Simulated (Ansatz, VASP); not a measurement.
# BAs: VASP beside Ansatz

INCAR

```
PREC = Accurate
ENCUT = 520
EDIFF = 1E-6
ISMEAR = -1
SIGMA = 0.05
LREAL = False
LASPH = True
NELM = 100
ALGO = Normal
ISIF = 2
LWAVE = False
LCHARG = False
GGA = PE
NBANDS = 11
```

Contents of KPOINTS:

```
Automatic mesh
0
Gamma
  13 13 13
```

File POSCAR:

```
BAs
1.0
    0.0000000000      2.4043183418      2.4043183418
    2.4043183418      0.0000000000      2.4043183418
    2.4043183418      2.4043183418      0.0000000000
B As
1 1
Direct
    0.0000000000      0.0000000000      0.0000000000
    0.7500000000      0.7500000000      0.7500000000
```

Input for Ansatz:

```yaml
crystal:
  lattice:
    - [0.0, 2.4043183418, 2.4043183418]
    - [2.4043183418, 0.0, 2.4043183418]
    - [2.4043183418, 2.4043183418, 0.0]
  atoms:
    - { symbol: B, position: [0.0, 0.0, 0.0] }
    - { symbol: As, position: [0.75, 0.75, 0.75] }
kpoints:
  mp_grid: { grid: [13, 13, 13] }
scf:
  occupations: { method: fermi_dirac, width: 0.05 }
hamiltonian:
  xc: pbe
  pseudopotentials: { kind: all_electron, lapw: { basis_error: 0.0005 } }
output:
  forces: true
  stress: true
  eigenvalues: true
```

Change from the starting cell: volume scaled by 1.02.

Alike in both runs: task single point; functional PBE; k mesh 13 × 13 × 13; occupations fermi-dirac, width 0.05 eV; no spin polarisation.

|  | VASP | Ansatz |
| --- | --- | --- |
| version | VASP 6.6.1 | Ansatz 0.2.0 |
| potentials or method | VASP PAW PBE potentials, release 64 (B, As), cutoff 520 eV | all-electron LAPW, scalar-relativistic |

```tsv
	VASP	Ansatz	Ansatz less VASP
pressure (GPa)	0.6	0.0	-0.63
```

Ansatz ran all-electron here, and VASP with PAW potentials.
